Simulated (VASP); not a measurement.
# Be3CdS4 in VASP: notebook

The runs below take Be3CdS4 through single point, relaxation of cell and atoms, with PBE.

All numbers are computed with VASP 6.6.1; they aren't measurements. Logs are shortened: lines on timing, memory, paths and dates and some standing lists are left out, and cuts for length are marked.

## Step 1: The cell of the first run

It takes space group I-42m (No. 121, tetragonal). The conventional cell has a = 5.167 Å, b = 5.167 Å, c = 10.138 Å, α = 90.00°, β = 90.00°, γ = 90.00°. Within 2.9 Å of Be (site symmetry -4) lie 4 S at 2.16 Å. Within 2.8 Å of Be (site symmetry -42m) lie 4 S at 2.12 Å. Within 3.3 Å of Cd (site symmetry -42m) lie 4 S at 2.48 Å. Within 2.8 Å of S (site symmetry m) lie 3 Be at 2.12 to 2.16 Å and 1 Cd at 2.48 Å.

## Step 2: Single point, PBE

Input file INCAR:

```
SYSTEM = Be3CdS4
PREC = Accurate ; ENCUT = 520
EDIFF = 1E-6 ; ISMEAR = 0
SIGMA = 0.15 ; LREAL = .False.
LASPH = .True. ; NELM = 80
ALGO = Normal ; ISIF = 2
LWAVE = .False. ; LCHARG = .False.
GGA = PE ; NBANDS = 31
```

Input file KPOINTS:

```
Automatic mesh
0
Gamma
  3 3 3
  0 0 0
```

Input file POSCAR:

```
Be3CdS4
1.0
   -2.5837203187      2.5837203187      5.0689579587
    2.5837203187     -2.5837203187      5.0689579587
    2.5837203187      2.5837203187     -5.0689579587
Be Cd S
3 1 4
Direct
    0.2500000000      0.7500000000      0.5000000000
    0.7500000000      0.2500000000      0.5000000000
    0.5000000000      0.5000000000      0.0000000000
    0.0000000000      0.0000000000      0.0000000000
    0.5810313844      0.5810313844      0.4377375351
    0.1432938493      0.1432938493      0.5622624649
    0.8567061507      0.4189686156      0.0000000000
    0.4189686156      0.8567061507      0.0000000000
```

Potentials or basis: VASP PAW PBE potentials, release 64 (Be, Cd, S).

Run with:

```bash
> cat potpaw_PBE.64/Be/POTCAR potpaw_PBE.64/Cd/POTCAR potpaw_PBE.64/S/POTCAR > POTCAR
> mpirun -np 1 vasp_std > vasp.out
```

OUTCAR:

```text
SYSTEM = Be3CdS4
   PREC = Accurate
   ENCUT = 520
   EDIFF = 1E-6
   ISMEAR = 0
   LREAL = .False.
   LASPH = .True.
   NELM = 80
   ISIF = 2
   GGA = PE

 ion  position               nearest neighbor table
   1  0.250  0.750  0.500-   5 2.16   6 2.16   8 2.16   7 2.16
   2  0.750  0.250  0.500-   5 2.16   6 2.16   7 2.16   8 2.16
   3  0.500  0.500  0.000-   6 2.12   7 2.12   8 2.12   5 2.12
   4  0.000  0.000  0.000-   6 2.48   7 2.48   8 2.48   5 2.48
   5  0.581  0.581  0.438-   3 2.12   2 2.16   1 2.16   4 2.48
   6  0.143  0.143  0.562-   3 2.12   2 2.16   1 2.16   4 2.48
   7  0.857  0.419  0.000-   3 2.12   1 2.16   2 2.16   4 2.48
   8  0.419  0.857  0.000-   3 2.12   2 2.16   1 2.16   4 2.48

  LATTYP: Found a body centered tetragonal cell.
 ALAT       =     5.1674406374
 C/A-ratio  =     1.9618833827

  Lattice vectors:

 A1 = (  -2.5837203187,   2.5837203187,   5.0689579587)
 A2 = (   2.5837203187,  -2.5837203187,   5.0689579587)
 A3 = (   2.5837203187,   2.5837203187,  -5.0689579587)

Analysis of symmetry for initial positions (statically):
=====================================================================
 Subroutine PRICEL returns:
 Original cell was already a primitive cell.

 Routine SETGRP: Setting up the symmetry group for a
 body centered tetragonal supercell.

 Subroutine GETGRP returns: Found  8 space group operations
 (whereof  8 operations were pure point group operations)
 out of a pool of 16 trial point group operations.

The static configuration has the point symmetry D_2d.

Analysis of symmetry for dynamics (positions and initial velocities):
=====================================================================
 Subroutine PRICEL returns:
 Original cell was already a primitive cell.

 Routine SETGRP: Setting up the symmetry group for a
 body centered tetragonal supercell.

 Subroutine GETGRP returns: Found  8 space group operations
 (whereof  8 operations were pure point group operations)
 out of a pool of 16 trial point group operations.

The dynamic configuration has the point symmetry D_2d.

 Subroutine INISYM returns: Found  8 space group operations
 (whereof  8 operations are pure point group operations),
 and found     1 'primitive' translations

[... 84 lines left out ...]
   LASPH  =      T    aspherical Exc in radial PAW
   ENCUT  =  520.0 eV  38.22 Ry    6.18 a.u.  11.62 11.62 11.62*2*pi/ulx,y,z
   NELM   =     80;   NELMIN=  2; NELMDL= -5     # of ELM steps
   EDIFF  = 0.1E-05   stopping-criterion for ELM
   LREAL  =      F    real-space projection
[... 7 lines left out ...]
   TEBEG  =    0.0;   TEEND  =   0.0 temperature during run
   PSTRESS=    0.0 pullay stress
   NELECT =      42.0000    total number of electrons
   NUPDOWN=      -1.0000    fix difference up-down
   EMIN   =  10.00;   EMAX   =-10.00  energy-range for DOS
   EFERMI =   0.00;   METHOD = LEGACY
   ISMEAR =     0;   SIGMA  =   0.15  broadening in eV -4-tet -1-fermi 0-gaus
   EFERMI_NEDOS =   21; number of points for ismear=-14 and -15
   IALGO  =     38    algorithm
   IMIX   =      4    mixing-type and parameters
     AMIX     =   0.40;   BMIX     =  1.00
     AMIX_MAG =   1.60;   BMIX_MAG =  1.00
  volume/ion in A,a.u.               =      16.92       114.18
  Fermi-wavevector in a.u.,A,eV,Ry     =   1.108327  2.094435 16.713253  1.228389
  Thomas-Fermi vector in A             =   2.244853
   LORBIT       =      0    0 simple, 1 ext, 2 COOP (PROOUT), +10 PAW based schemes
   GGA     = PE    functional components
   LHFCALC =     F    Hartree Fock is set to
   AEXX    =    0.0000 exact exchange contribution
   IVDW    =     0    specifies the selected vdW correction
   LEPSILON=     F    determine dielectric tensor
   LRPA    =     F    only Hartree local field effects (RPA)
 non-spin polarized calculation
 Gauss-broadening in eV      SIGMA  =   0.15
  energy-cutoff  :      520.00
  volume of cell :      135.35
 maximum number of plane-waves:      3675
 NGX is ok and might be reduce to    48

 number of electron      42.0000005 magnetization

 Free energy of the ion-electron system (eV)
  ---------------------------------------------------
  ext. energy  EPLUGINS =         0.00000000
  ---------------------------------------------------
  free energy    TOTEN  =       -35.59874371 eV

  energy without entropy =      -35.59874371  energy(sigma->0) =      -35.59874371

 E-fermi :   3.8983     XC(G=0):  -9.5825

 val. band max:        3.2135508745   @ k =   0.0000   0.0000   0.0000
 cond. band min:       6.4209129434   @ k =   0.0000   0.0000   0.0000
 fundamental gap:      3.2073620688
 Fermi energy:         3.8982668629

 k-point     1 :       0.0000    0.0000    0.0000
  band No.  band energies     occupation
      1     -10.0734      2.00000
      2      -8.4529      2.00000
      3      -8.4069      2.00000
      4      -8.4069      2.00000
      5      -4.1426      2.00000
      6      -4.1423      2.00000
[... 193 lines left out ...]
     30      10.3120      0.00000
     31      10.3120      0.00000

------------------------ aborting loop because EDIFF is reached ----------------------------------------

  FORCE on cell =-STRESS in cart. coord.  units (eV):
  Direction    XX          YY          ZZ          XY          YZ          ZX
  --------------------------------------------------------------------------------------
  -------------------------------------------------------------------------------------
  Total        0.0597683      0.0597683     -0.0006313      0.0000000      0.0000000      0.0000000
  in kB        0.7074756      0.7074756     -0.0074725      0.0000000      0.0000000      0.0000000
  external PRESSURE =       0.4691595 kB  Pullay stress =       0.0000000 kB

 VOLUME and BASIS-vectors are now :
 -----------------------------------------------------------------------------
  energy-cutoff  :      520.00
  volume of cell :      135.35
      direct lattice vectors                 reciprocal lattice vectors
    -2.583720319  2.583720319  5.068957959     0.000000000  0.193519398  0.098639603
     2.583720319 -2.583720319  5.068957959     0.193519398  0.000000000  0.098639603
     2.583720319  2.583720319 -5.068957959     0.193519398  0.193519398  0.000000000

 POSITION                                       TOTAL-FORCE (eV/Angst)
 -----------------------------------------------------------------------------------
      2.58372      0.00000      2.53448         0.000000      0.000000     -0.000000
      0.00000      2.58372      2.53448         0.000000      0.000000     -0.000000
      0.00000      0.00000      5.06896         0.000000      0.000000     -0.000000
      0.00000      0.00000      0.00000         0.000000      0.000000     -0.000000
      1.13099      1.13099      3.67157        -0.018759     -0.018759     -0.033715
      1.45273      1.45273     -1.39738         0.018759      0.018759     -0.033715
     -1.13099      1.13099      6.46634         0.018759     -0.018759      0.033715
      1.13099     -1.13099      6.46634        -0.018759      0.018759      0.033715
 -----------------------------------------------------------------------------------
    total drift:                                0.000001      0.000001      0.000001

  FREE ENERGIE OF THE ION-ELECTRON SYSTEM (eV)
  ---------------------------------------------------
  free  energy   TOTEN  =       -35.5987437104 eV

  energy  without entropy=      -35.5987437104  energy(sigma->0) =      -35.59874371
```

stdout:

```text
POSCAR found type information on POSCAR BeCdS
 POSCAR found :  3 types and       8 ions
 scaLAPACK will be used
 LDA part: xc-table for (Slater+PW92), standard interpolation
 POSCAR, INCAR and KPOINTS ok, starting setup
 FFT: planning ... GRIDC
 FFT: planning ... GRID_SOFT
 FFT: planning ... GRID
 WAVECAR not read
 entering main loop
```

Run time: 54 s. Hardware: 1 thread of AMD EPYC 7R13, shared host; peak memory 0.28 GiB.

Results:

```yaml
Free_energy: -35.5987 eV
Pressure: 0.0 GPa
Largest_force: 0.043 eV/Å
Band_gap_on_the_k_mesh: 3.21 eV
```

Forces in eV/Å, atoms in the order of the input:
```
Be   0.000  0.000  0.000
Be   0.000  0.000  0.000
Be   0.000  0.000  0.000
Cd   0.000  0.000  0.000
S   -0.019 -0.019 -0.034
S    0.019  0.019 -0.034
S    0.019 -0.019  0.034
S   -0.019  0.019  0.034
```

Caveat: the k points lie up to 0.45 Å⁻¹ apart; an odd mesh through Γ misses points on the zone boundary, where band edges can lie.

## Step 3: Single point, PBE

This run uses another cell than the first one, of the same volume but with other edges.

Input file INCAR:

```
ALGO = Normal
EDIFF = 1E-6
ENCUT = 520
GGA = PE
ISIF = 2
ISMEAR = 0
LASPH = T
LCHARG = F
LREAL = F
LWAVE = F
NBANDS = 31
NELM = 100
PREC = Accurate
SIGMA = 0.1
```

Input file KPOINTS:

```
k-points
0
Gamma
  4 4 4
```

Input file POSCAR:

```
Be3CdS4
1.0
    5.1668664639      0.0000000000      0.0000000000
    0.0000000000      5.1668664639      0.0000000000
   -2.5834332319     -2.5834332319      5.0645272927
Be Cd S
3 1 4
Direct
    0.7500000000      0.2500000000      0.5000000000
    0.2500000000      0.7500000000      0.5000000000
    0.5000000000      0.5000000000      0.0000000000
    0.0000000000      0.0000000000      0.0000000000
    0.5809652873      0.5809652873      0.7241592960
    0.1431940087      0.1431940087      0.7241592960
    0.4190347127      0.8568059913      0.2758407040
    0.8568059913      0.4190347127      0.2758407040
```

Potentials or basis: VASP PAW PBE potentials, release 64 (Be, Cd, S).

Run with:

```bash
> cat potpaw_PBE.64/Be/POTCAR potpaw_PBE.64/Cd/POTCAR potpaw_PBE.64/S/POTCAR > POTCAR
> mpirun -np 1 vasp_std > vasp.out
```

It took 75 s on 1 thread of AMD EPYC 7R13, shared host; peak memory 0.25 GiB.

It converged, with:

| Quantity | Value |
| --- | --- |
| Free energy | -35.6044 eV |
| Pressure | 0.1 GPa |
| Largest force | 0.039 eV/Å |
| Band gap on the k mesh | 3.21 eV |

Forces in eV/Å, atoms in the order of the input:
```
Be   0.000  0.000  0.000
Be   0.000  0.000  0.000
Be   0.000  0.000  0.000
Cd   0.000  0.000  0.000
S   -0.022 -0.022 -0.024
S    0.022  0.022 -0.024
S    0.022 -0.022  0.024
S   -0.022  0.022  0.024
```

Levels at points of the mesh, in eV from the valence-band top:
| k point | band 18 | band 19 | band 20 | band 21 | band 22 | band 23 | band 24 | band 25 |
| --- | --- | --- | --- | --- | --- | --- | --- | --- |
| (0.00, 0.00, 0.00) | -2.30 | -0.37 | 0.00 | 0.00 | 3.21 | 3.48 | 4.40 | 5.67 |
| (0.50, 0.00, 0.00) | -2.01 | -1.18 | -0.92 | -0.82 | 4.71 | 5.17 | 5.48 | 5.52 |
| (0.50, 0.50, 0.00) | -1.16 | -0.98 | -0.47 | -0.41 | 3.95 | 4.41 | 4.97 | 5.89 |
| (0.00, 0.00, 0.50) | -2.17 | -1.61 | -0.72 | -0.72 | 3.39 | 3.39 | 3.59 | 4.31 |

## Step 4: Relaxation of cell and atoms, PBE

This run uses another cell than the first one, of 16.68 Å³/atom.

Input file INCAR:

```
SYSTEM = Be3CdS4
  PREC = Accurate
  ENCUT = 600
  EDIFF = 1E-6
  ISMEAR = 0
  SIGMA = 0.15
  LREAL = .False.
  LASPH = .True.
  NELM = 60
  ALGO = Normal
  ISIF = 3
  LWAVE = .False.
  LCHARG = .False.
  GGA = PE
  IBRION = 2
  NSW = 36
  EDIFFG = -0.08
```

Input file KPOINTS:

```
Automatic mesh
0
Gamma
  3 3 3
  0 0 0
```

Input file POSCAR:

```
Be3CdS4
1.0
   -2.5550000000      2.5550000000      5.1100000000
    2.5550000000     -2.5550000000      5.1100000000
    2.5550000000      2.5550000000     -5.1100000000
Be Cd S
3 1 4
Direct
    0.2500000000      0.7500000000      0.5000000000
    0.7500000000      0.2500000000      0.5000000000
    0.5000000000      0.5000000000      0.0000000000
    0.0000000000      0.0000000000      0.0000000000
    0.5870000000      0.5870000000      0.4500000000
    0.1370000000      0.1370000000      0.5500000000
    0.8630000000      0.4130000000      0.0000000000
    0.4130000000      0.8630000000      0.0000000000
```

Potentials or basis: VASP PAW PBE potentials, release 64 (Be, Cd, S).

Run with:

```bash
> cat potpaw_PBE.64/Be/POTCAR potpaw_PBE.64/Cd/POTCAR potpaw_PBE.64/S/POTCAR > POTCAR
> mpirun -np 1 vasp_std > vasp.out
```

OUTCAR:

```text
SYSTEM = Be3CdS4
   PREC = Accurate
   ENCUT = 600
   EDIFF = 1E-6
   ISMEAR = 0
   LREAL = .False.
   LASPH = .True.
   NELM = 60
   ISIF = 3
   GGA = PE
   IBRION = 2
   NSW = 36
   EDIFFG = -0.08

 ion  position               nearest neighbor table
   1  0.250  0.750  0.500-   7 2.15   6 2.15   8 2.15   5 2.15
   2  0.750  0.250  0.500-   8 2.15   6 2.15   7 2.15   5 2.15
   3  0.500  0.500  0.000-   5 2.15   6 2.15   7 2.15   8 2.15
   4  0.000  0.000  0.000-   6 2.44   7 2.44   8 2.44   5 2.44
   5  0.587  0.587  0.450-   1 2.15   2 2.15   3 2.15   4 2.44
   6  0.137  0.137  0.550-   1 2.15   2 2.15   3 2.15   4 2.44
   7  0.863  0.413  0.000-   1 2.15   2 2.15   3 2.15   4 2.44
   8  0.413  0.863  0.000-   2 2.15   1 2.15   3 2.15   4 2.44

  LATTYP: Found a body centered tetragonal cell.
 ALAT       =     5.1100000000
 C/A-ratio  =     2.0000000000

  Lattice vectors:

 A1 = (  -2.5550000000,   2.5550000000,   5.1100000000)
 A2 = (   2.5550000000,  -2.5550000000,   5.1100000000)
[... 177 lines left out ...]
 fundamental gap:      3.2405023727
 Fermi energy:         4.0337797543

 k-point     1 :       0.0000    0.0000    0.0000
  band No.  band energies     occupation
      1     -10.0182      2.00000
      2      -8.3934      2.00000
      3      -8.3517      2.00000
      4      -8.3517      2.00000
      5      -4.0857      2.00000
      6      -4.0801      2.00000
[... 288 lines left out ...]
--------------------------------------- Ionic step        4  -------------------------------------------

 number of electron      42.0000003 magnetization

 Free energy of the ion-electron system (eV)
  ---------------------------------------------------
  ext. energy  EPLUGINS =         0.00000000
  ---------------------------------------------------
  free energy    TOTEN  =       -35.59730165 eV

  energy without entropy =      -35.59730165  energy(sigma->0) =      -35.59730165

 E-fermi :   3.8644     XC(G=0):  -9.5694

 val. band max:        3.2006592080   @ k =   0.0000   0.0000   0.0000
 cond. band min:       6.4261463221   @ k =   0.0000   0.0000   0.0000
 fundamental gap:      3.2254871140
 Fermi energy:         3.8643790151

 k-point     1 :       0.0000    0.0000    0.0000
  band No.  band energies     occupation
      1     -10.0843      2.00000
      2      -8.4856      2.00000
      3      -8.4176      2.00000
      4      -8.4176      2.00000
      5      -4.1616      2.00000
      6      -4.1600      2.00000
[... 198 lines left out ...]
  FREE ENERGIE OF THE ION-ELECTRON SYSTEM (eV)
  ---------------------------------------------------
  free  energy   TOTEN  =       -35.5973016512 eV

  energy  without entropy=      -35.5973016512  energy(sigma->0) =      -35.59730165

 reached required accuracy - stopping structural energy minimisation
```

CONTCAR:

```text
Be3CdS4
   1.00000000000000
    -2.5787055415082070    2.5787055415082070    5.1036543919306325
     2.5787055415082070   -2.5787055415082070    5.1036543919306325
     2.5787055415082070    2.5787055415082070   -5.1036543919306325
  Be              Cd              S
     3     1     4
Direct
     0.2500000000000000    0.7500000000000000    0.5000000000000000
     0.7500000000000000    0.2500000000000000    0.5000000000000000
     0.5000000000000000    0.5000000000000000    0.0000000000000000
     0.0000000000000000    0.0000000000000000    0.0000000000000000
     0.5808227422667102    0.5808227422667102    0.4378352761843985
     0.1429874660823116    0.1429874660823116    0.5621647238156016
     0.8570125339176883    0.4191772577332898    0.0000000000000000
     0.4191772577332898    0.8570125339176883    0.0000000000000000

  0.00000000E+00  0.00000000E+00  0.00000000E+00
  0.00000000E+00  0.00000000E+00  0.00000000E+00
  0.00000000E+00  0.00000000E+00  0.00000000E+00
  0.00000000E+00  0.00000000E+00  0.00000000E+00
  0.00000000E+00  0.00000000E+00  0.00000000E+00
  0.00000000E+00  0.00000000E+00  0.00000000E+00
  0.00000000E+00  0.00000000E+00  0.00000000E+00
  0.00000000E+00  0.00000000E+00  0.00000000E+00
```

Run time: 2.3 min. Hardware: 1 thread of AMD EPYC 7R13, shared host; peak memory 0.35 GiB.

What came out:

| Property | Result |
| --- | --- |
| Free energy | -35.5973 eV |
| Relaxed volume | 16.97 Å³/atom |
| Relaxed cell | a = 6.273 Å, b = 6.273 Å, c = 6.273 Å, α = 131.45°, β = 131.45°, γ = 71.10° |
| Space group after relaxing (to 0.1 Å) | I-42m (No. 121) |
| Energy gained by relaxing | 8.8 meV/atom |
| Ionic steps | 4 |
| Pressure after relaxing | -0.2 GPa |
| Largest force after relaxing | 0.022 eV/Å |
| Band gap on the k mesh | 3.23 eV |

Forces in eV/Å, atoms in the order of the input:
```
Be   0.000  0.000  0.000
Be   0.000  0.000  0.000
Be   0.000  0.000  0.000
Cd   0.000  0.000  0.000
S   -0.014 -0.014  0.009
S    0.014  0.014  0.009
S    0.014 -0.014 -0.009
S   -0.014  0.014 -0.009
```

The path:
```
step  energy change (eV)  largest force (eV/Å)  pressure (GPa)  volume (Å³)
   1              0.0000                0.6135            1.70       133.43
   2             -0.0586                0.1865           -0.74       136.88
   3             -0.0589                0.1570           -0.92       137.14
   4             -0.0704                0.0217           -0.19       135.75
```

Final structure:
```
Be Cd S
1.0
    -2.57871    2.57871    5.10365
     2.57871   -2.57871    5.10365
     2.57871    2.57871   -5.10365
Be Cd S
3 1 4
Direct
  0.25000 0.75000 0.50000
  0.75000 0.25000 0.50000
  0.50000 0.50000 0.00000
  0.00000 0.00000 0.00000
  0.58082 0.58082 0.43784
  0.14299 0.14299 0.56216
  0.85701 0.41918 0.00000
  0.41918 0.85701 0.00000
```

Caveat: the k points lie up to 0.45 Å⁻¹ apart in the final cell; an odd mesh through Γ misses points on the zone boundary, where band edges can lie.

## Step 5: Single point, PBE

Input file INCAR:

```
SYSTEM = Be3CdS4
PREC = Accurate
ENCUT = 520
EDIFF = 1E-7
ISMEAR = 0
SIGMA = 0.02
LREAL = .False.
LASPH = .True.
NELM = 60
ALGO = Normal
ISIF = 2
LWAVE = .False.
LCHARG = .False.
GGA = PE
NBANDS = 31
```

Input file KPOINTS:

```
regular mesh
0
Gamma
  6 6 6
  0 0 0
```

Input file POSCAR:

```
Be3CdS4
1.0
   -2.5834332319      2.5834332319      5.0645272927
    2.5834332319     -2.5834332319      5.0645272927
    2.5834332319      2.5834332319     -5.0645272927
Be Cd S
3 1 4
Direct
    0.2500000000      0.7500000000      0.5000000000
    0.7500000000      0.2500000000      0.5000000000
    0.5000000000      0.5000000000      0.0000000000
    0.0000000000      0.0000000000      0.0000000000
    0.5809652873      0.5809652873      0.4377712786
    0.1431940087      0.1431940087      0.5622287214
    0.8568059913      0.4190347127      0.0000000000
    0.4190347127      0.8568059913      0.0000000000
```

Run with:

```bash
> cat potpaw_PBE.64/Be/POTCAR potpaw_PBE.64/Cd/POTCAR potpaw_PBE.64/S/POTCAR > POTCAR
> mpirun -np 1 vasp_std > vasp.out
```

Run time: 3.9 min. Hardware: 1 thread of AMD EPYC 7R13, shared host; peak memory 0.36 GiB.

Results (log left out):

* Free energy: -35.6050 eV
* Pressure: 0.1 GPa
* Largest force: 0.040 eV/Å
* Band gap on the k mesh: 3.21 eV

Forces on the atoms (eV/Å):
```
Be   0.000  0.000  0.000
Be   0.000  0.000  0.000
Be   0.000  0.000  0.000
Cd   0.000  0.000  0.000
S   -0.022 -0.022 -0.024
S    0.022  0.022 -0.024
S    0.022 -0.022  0.024
S   -0.022  0.022  0.024
```

Levels at points of the mesh, in eV from the valence-band top:
```tsv
k point	band 18	band 19	band 20	band 21	band 22	band 23	band 24	band 25
(0.00, 0.00, 0.00)	-2.30	-0.37	0.00	0.00	3.21	3.48	4.40	5.67
(0.50, 0.00, 0.00)	-2.01	-1.18	-0.92	-0.82	4.71	5.17	5.48	5.52
(0.50, 0.50, 0.00)	-1.16	-0.98	-0.47	-0.41	3.95	4.41	4.97	5.89
(0.50, 0.50, 0.50)	-2.17	-1.61	-0.72	-0.72	3.39	3.39	3.59	4.31
```

(Part 1 of 2 ends here.)
